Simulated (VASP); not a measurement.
# TaN (Amm2) in VASP: single point with r2SCAN

Aim: the single point of TaN with r2SCAN.

Program: VASP 6.6.1. These are calculated values, not measurements. Logs are shortened: lines on timing, memory, paths and dates and some standing lists are left out, and cuts for length are marked.

### 1 The cell of the first run

The structure is orthorhombic, space group Amm2 (No. 38). The conventional cell has a = 2.883 Å, b = 2.938 Å, c = 5.089 Å, α = 90.00°, β = 90.00°, γ = 90.00°. Ta (site symmetry mm2) has 6 N at 2.08 to 2.31 Å and 8 Ta at 2.88 to 2.94 Å within 3.0 Å. Within 3.0 Å of N (site symmetry mm2) lie 6 Ta at 2.08 to 2.31 Å and 8 N at 2.88 to 2.94 Å.

### 2 Single point, r2SCAN (atom 2 (N) moved by (+0.200, +0.000) A along y and z)

The input, POSCAR:

```
TaN
1.0
    2.9379988584      0.0000000000      0.0000000000
   -1.4689994292      2.5443816477      0.0000000000
    0.0000000000      0.0000000000      2.8830000000
Ta N
1 1
Direct
    0.3333333333      0.6666666667      0.5000000000
    0.0393022800      0.0786045600      0.0000000000
```

The input, INCAR.step1:

```
ALGO = Normal ; EDIFF = 1E-4
ENCUT = 520 ; GGA = PE
ISMEAR = 0 ; LASPH = T
LCHARG = F ; LREAL = F
LWAVE = T ; NBANDS = 15
NELM = 60 ; PREC = Accurate
SIGMA = 0.15
```

The input, INCAR.step2:

```
ALGO = Normal ; EDIFF = 1E-6
ENCUT = 520 ; ISIF = 2
ISMEAR = 0 ; ISTART = 1
LASPH = T ; LCHARG = T
LELF = T ; LMIXTAU = T
LREAL = F ; LVHAR = T
LWAVE = F ; METAGGA = R2SCAN
NBANDS = 15 ; NELM = 60
PREC = Accurate ; SIGMA = 0.15
```

The input, KPOINTS:

```
k-points
0
Gamma
  18 18 16
```

Potentials or basis: VASP PAW PBE potentials, release 64 (Ta_pv, N).

Run with:

```console
$ cat potpaw_PBE.64/Ta_pv/POTCAR potpaw_PBE.64/N/POTCAR > POTCAR
$ cp INCAR.step1 INCAR
$ mpirun -np 1 vasp_std > vasp.out
$ cp INCAR.step2 INCAR
$ mpirun -np 1 vasp_std > vasp.out
```

OUTCAR:

```text
EDIFF = 1E-6
   ENCUT = 520
   ISIF = 2
   ISMEAR = 0
   ISTART = 1
   LASPH = T
   LREAL = F
   METAGGA = R2SCAN
   NELM = 60
   PREC = Accurate

 ion  position               nearest neighbor table
   1  0.333  0.667  0.500-   2 2.08   2 2.08   2 2.31   2 2.31   2 2.31   2 2.31
   2  0.039  0.079  0.000-   1 2.08   1 2.08   1 2.31   1 2.31   1 2.31   1 2.31

  LATTYP: Found a hexagonal cell.
 ALAT       =     2.9379988584
 C/A-ratio  =     0.9812801635

  Lattice vectors:

 A1 = (   2.9379988584,   0.0000000000,   0.0000000000)
 A2 = (  -1.4689994292,   2.5443816477,   0.0000000000)
 A3 = (   0.0000000000,   0.0000000000,   2.8830000000)

Analysis of symmetry for initial positions (statically):
=====================================================================
 Subroutine PRICEL returns:
 Original cell was already a primitive cell.

 Routine SETGRP: Setting up the symmetry group for a
 hexagonal supercell.

 Subroutine GETGRP returns: Found  4 space group operations
 (whereof  4 operations were pure point group operations)
 out of a pool of 24 trial point group operations.

The static configuration has the point symmetry C_2v.

Analysis of symmetry for dynamics (positions and initial velocities):
=====================================================================
 Subroutine PRICEL returns:
 Original cell was already a primitive cell.

 Routine SETGRP: Setting up the symmetry group for a
 hexagonal supercell.

 Subroutine GETGRP returns: Found  4 space group operations
 (whereof  4 operations were pure point group operations)
 out of a pool of 24 trial point group operations.

The dynamic configuration has the point symmetry C_2v.

 Subroutine INISYM returns: Found  4 space group operations
 (whereof  4 operations are pure point group operations),
 and found     1 'primitive' translations

----------------------------------------------------------------------------------------

                                     Primitive cell

  volume of cell :      21.5516

  direct lattice vectors                    reciprocal lattice vectors
     2.937998858  0.000000000  0.000000000     0.340367729  0.196511400  0.000000000
    -1.468999429  2.544381648  0.000000000     0.000000000  0.393022800  0.000000000
     0.000000000  0.000000000  2.883000000     0.000000000  0.000000000  0.346860909

  length of vectors
     2.937998858  2.937998858  2.883000000     0.393022800  0.393022800  0.346860909

  position of ions in fractional coordinates (direct lattice)
     0.333333333  0.666666667  0.500000000
     0.039302280  0.078604560  0.000000000

  ion indices of the primitive-cell ions
   primitive index   ion index
                 1           1
                 2           2

----------------------------------------------------------------------------------------

 KPOINTS: k-points

Automatic generation of k-mesh.
 Grid dimensions read from file:
 generate k-points for:   18   18   16

 Generating k-lattice:

  Cartesian coordinates                     Fractional coordinates (reciprocal lattice)
     0.018909318  0.010917300  0.000000000     0.055555556 -0.000000000  0.000000000
     0.000000000  0.021834600  0.000000000     0.000000000  0.055555556  0.000000000
     0.000000000  0.000000000  0.021678807     0.000000000  0.000000000  0.062500000

  Length of vectors
     0.021834600  0.021834600  0.021678807

  Shift w.r.t. Gamma in fractional coordinates (k-lattice)
     0.000000000  0.000000000  0.000000000

 Subroutine IBZKPT returns following result:
 ===========================================

 Found    819 irreducible k-points:

 Following reciprocal coordinates:
            Coordinates               Weight
  0.000000  0.000000  0.000000      1.000000
  0.055556  0.000000  0.000000      4.000000
  0.000000  0.055556  0.000000      2.000000
  0.111111  0.000000  0.000000      4.000000
  0.000000  0.111111  0.000000      2.000000
  0.166667  0.000000  0.000000      4.000000
[... 16 lines left out ...]
 -0.055556  0.166667  0.000000      4.000000
 -0.166667  0.111111  0.000000      4.000000
 [... further k-points ...]
   k-points           NKPTS =    819   k-points in BZ     NKDIM =    819   number of bands    NBANDS=     15
   number of dos      NEDOS =    301   number of ions     NIONS =      2
   total plane-waves  NPLWV =  13824
   dimension x,y,z NGX =    24 NGY =   24 NGZ =   24
   dimension x,y,z NGXF=    48 NGYF=   48 NGZF=   48
   ions per type =               1   1
   NGX,Y,Z   is equivalent  to a cutoff of  13.58, 13.58, 13.84 a.u.
   NGXF,Y,Z  is equivalent  to a cutoff of  27.16, 27.16, 27.68 a.u.
 SYSTEM =  unknown system
   PREC   = accura    normal or accurate (medium, high low for compatibility)
   ISTART =      1    job   : 0-new  1-cont  2-samecut
   ICHARG =      0    charge: 1-file 2-atom 10-const
   ISPIN  =      1    spin polarized calculation?
   LNONCOLLINEAR =      F non collinear calculations
   LSORBIT =      F    spin-orbit coupling
   LASPH  =      T    aspherical Exc in radial PAW
   ENCUT  =  520.0 eV  38.22 Ry    6.18 a.u.   5.46  5.46  5.36*2*pi/ulx,y,z
   NELM   =     60;   NELMIN=  2; NELMDL=  0     # of ELM steps
   EDIFF  = 0.1E-05   stopping-criterion for ELM
   LREAL  =      F    real-space projection
   EDIFFG = 0.1E-04   stopping-criterion for IOM
   NSW    =      0    number of steps for IOM
   IBRION =     -1    ionic relax: 0-MD 1-quasi-New 2-CG
   NFREE  =      0    steps in history (QN), initial steepest desc. (CG)
   ISIF   =      2    stress and relaxation
   ISYM   =      2    0-nonsym 1-usesym 2-fastsym
   POTIM  = 0.5000    time-step for ionic-motion
   TEBEG  =    0.0;   TEEND  =   0.0 temperature during run
   PSTRESS=    0.0 pullay stress
   NELECT =      16.0000    total number of electrons
   NUPDOWN=      -1.0000    fix difference up-down
   EMIN   =  10.00;   EMAX   =-10.00  energy-range for DOS
   EFERMI =   0.00;   METHOD = LEGACY
   ISMEAR =     0;   SIGMA  =   0.15  broadening in eV -4-tet -1-fermi 0-gaus
   EFERMI_NEDOS =   21; number of points for ismear=-14 and -15
   IALGO  =     38    algorithm
   IMIX   =      4    mixing-type and parameters
     AMIX     =   0.40;   BMIX     =  1.00
     AMIX_MAG =   1.60;   BMIX_MAG =  1.00
  volume/ion in A,a.u.               =      10.78        72.72
  Fermi-wavevector in a.u.,A,eV,Ry     =   1.482366  2.801265 29.897546  2.197408
  Thomas-Fermi vector in A             =   2.596161
   LORBIT       =      0    0 simple, 1 ext, 2 COOP (PROOUT), +10 PAW based schemes
   METAGGA = R2SCAN    functional components
   LHFCALC =     F    Hartree Fock is set to
   AEXX    =    0.0000 exact exchange contribution
   IVDW    =     0    specifies the selected vdW correction
   LEPSILON=     F    determine dielectric tensor
   LRPA    =     F    only Hartree local field effects (RPA)
 non-spin polarized calculation
 Gauss-broadening in eV      SIGMA  =   0.15
  energy-cutoff  :      520.00
  volume of cell :       21.55
 maximum number of plane-waves:       605
 NGX is ok and might be reduce to    24
   NGX = 11   NGY = 11   NGZ = 11

 number of electron      16.0000000 magnetization

 Free energy of the ion-electron system (eV)
  ---------------------------------------------------
  ext. energy  EPLUGINS =         0.00000000
  ---------------------------------------------------
  free energy    TOTEN  =       -60.11092063 eV

  energy without entropy =      -60.11039787  energy(sigma->0) =      -60.11065925

 E-fermi :   8.1903     XC(G=0): -14.3311

 val. band max:        8.1808466795   @ k =   0.3333   0.3333   0.0625
 cond. band min:       8.2075405334   @ k =   0.3889   0.3333   0.0000
 fundamental gap:      0.0266938539
 Fermi energy:         8.1902509619

 k-point     1 :       0.0000    0.0000    0.0000
  band No.  band energies     occupation
      1     -27.9246      2.00000
      2     -27.6578      2.00000
      3     -27.6487      2.00000
      4     -10.5948      2.00000
      5       2.9429      2.00000
      6       3.2383      2.00000
      7       4.5985      2.00000
      8       4.9176      2.00000
      9       9.6450      0.00000
     10      12.1340      0.00000
     11      12.3856      0.00000
     12      12.6478      0.00000
     13      12.7686      0.00000
     14      18.9091      0.00000
     15      22.1488      0.00000

 k-point     2 :       0.0556    0.0000    0.0000
  band No.  band energies     occupation
      1     -27.9203      2.00000
      2     -27.6906      2.00000
      3     -27.6579      2.00000
      4     -10.5331      2.00000
      5       2.9360      2.00000
      6       3.1478      2.00000
      7       4.6276      2.00000
      8       4.8387      2.00000
      9       9.7990      0.00000
     10      12.1603      0.00000
     11      12.2935      0.00000
     12      12.7402      0.00000
     13      12.7678      0.00000
     14      18.9091      0.00000
     15      22.0586      0.00000

 k-point     3 :       0.0000    0.0556    0.0000
  band No.  band energies     occupation
      1     -27.9199      2.00000
      2     -27.6849      2.00000
      3     -27.6653      2.00000
      4     -10.5233      2.00000
      5       2.8525      2.00000
      6       3.2949      2.00000
      7       4.5401      2.00000
      8       4.7925      2.00000
      9       9.7922      0.00000
     10      12.1248      0.00000
     11      12.5431      0.00000
     12      12.6114      0.00000
     13      12.7524      0.00000
     14      18.9092      0.00000
     15      22.2846      0.00000
[... 343 lines left out ...]
 k-point    23 :      -0.0556    0.1667    0.0000
  band No.  band energies     occupation
      1     -27.8941      2.00000
      2     -27.8802      2.00000
      3     -27.7083      2.00000
      4     -10.1306      2.00000
      5       2.1980      2.00000
      6       3.5169      2.00000
      7       4.2095      2.00000
      8       4.6827      2.00000
      9      10.0133      0.00000
     10      12.3647      0.00000
     11      12.4911      0.00000
     12      12.8097      0.00000
     13      13.2842      0.00000
     14      18.9093      0.00000
     15      22.6322      0.00000

 k-point    24 :      -0.1667    0.1111    0.0000
  band No.  band energies     occupation
      1     -27.8970      2.00000
      2     -27.8742      2.00000
      3     -27.7024      2.00000
      4     -10.2039      2.00000
      5       2.2184      2.00000
      6       3.3206      2.00000
      7       4.5026      2.00000
      8       4.9718      2.00000
      9      10.5062      0.00000
     10      11.7976      0.00000
     11      11.8315      0.00000
     12      13.2001      0.00000
     13      13.2303      0.00000
     14      18.9089      0.00000
     15      21.5223      0.00000

 [... further k-points ...]

------------------------ aborting loop because EDIFF is reached ----------------------------------------

  FORCE on cell =-STRESS in cart. coord.  units (eV):
  Direction    XX          YY          ZZ          XY          YZ          ZX
  --------------------------------------------------------------------------------------
  -------------------------------------------------------------------------------------
  Total        0.1798942      1.3167920      1.6083429      0.0000000      0.0000000      0.0000000
  in kB       13.3736259     97.8924577    119.5668294      0.0000000      0.0000000      0.0000000
  external PRESSURE =      76.9443043 kB  Pullay stress =       0.0000000 kB

 VOLUME and BASIS-vectors are now :
 -----------------------------------------------------------------------------
  energy-cutoff  :      520.00
  volume of cell :       21.55
      direct lattice vectors                 reciprocal lattice vectors
     2.937998858  0.000000000  0.000000000     0.340367729  0.196511400  0.000000000
    -1.468999429  2.544381648  0.000000000     0.000000000  0.393022800  0.000000000
     0.000000000  0.000000000  2.883000000     0.000000000  0.000000000  0.346860909

 POSITION                                       TOTAL-FORCE (eV/Angst)
 -----------------------------------------------------------------------------------
     -0.00000      1.69625      1.44150         0.000000      2.930393      0.000000
      0.00000      0.20000      0.00000         0.000000     -2.930393      0.000000
 -----------------------------------------------------------------------------------
    total drift:                               -0.000001     -0.000110     -0.000000

  FREE ENERGIE OF THE ION-ELECTRON SYSTEM (eV)
  ---------------------------------------------------
  free  energy   TOTEN  =       -60.1109206306 eV

  energy  without entropy=      -60.1103978684  energy(sigma->0) =      -60.11065925
```

It took 7.2 min on 1 thread of Intel Xeon Platinum 8488C (Sapphire Rapids), shared host; peak memory 0.37 GiB.

What came out:

```
Free energy            : -60.1109 eV
Pressure               : 7.7 GPa
Largest force          : 2.930 eV/Å
Band gap on the k mesh : zero (bands 8 and 9 overlap by 0.33 eV)
```

Forces in eV/Å, atoms in the order of the input:
```
Ta   0.000  2.930  0.000
N    0.000 -2.930  0.000
```

Levels at points of the mesh, in eV from the Fermi level:
| k point | band 4 | band 5 | band 6 | band 7 | band 8 | band 9 | band 10 | band 11 | band 12 | band 13 |
| --- | --- | --- | --- | --- | --- | --- | --- | --- | --- | --- |
| (0.00, 0.00, 0.00) | -18.79 | -5.25 | -4.95 | -3.59 | -3.27 | 1.45 | 3.94 | 4.20 | 4.46 | 4.58 |
| (0.50, 0.00, 0.00) | -16.66 | -8.35 | -5.29 | -4.92 | -1.92 | 2.90 | 4.32 | 5.45 | 5.58 | 7.93 |
| (0.00, 0.50, 0.00) | -16.14 | -9.11 | -6.08 | -3.73 | -3.21 | 3.39 | 4.28 | 5.28 | 7.22 | 7.91 |
| (0.00, 0.00, 0.50) | -16.13 | -9.66 | -4.91 | -2.84 | -0.40 | -0.07 | 2.06 | 2.76 | 5.26 | 9.07 |
| (0.50, 0.00, 0.50) | -16.63 | -7.74 | -6.78 | -5.93 | -0.19 | 3.99 | 5.43 | 6.09 | 7.76 | 9.91 |
| (0.00, 0.50, 0.50) | -17.22 | -7.09 | -5.88 | -5.51 | -1.18 | 4.68 | 5.58 | 6.17 | 6.87 | 10.69 |

Caveat: the cell differs from its parent crystal (atom 2 (N) moved by (+0.200, +0.000) A along y and z); the stress differs along the axes, from 1 to 12 GPa; the PAW data sets were made with another functional, which shifts forces and pressure a little; spin-orbit coupling is left out, which moves the levels of the heavy elements.

The gap in the log of VASP goes by the Fermi energy; the results here count the filled bands.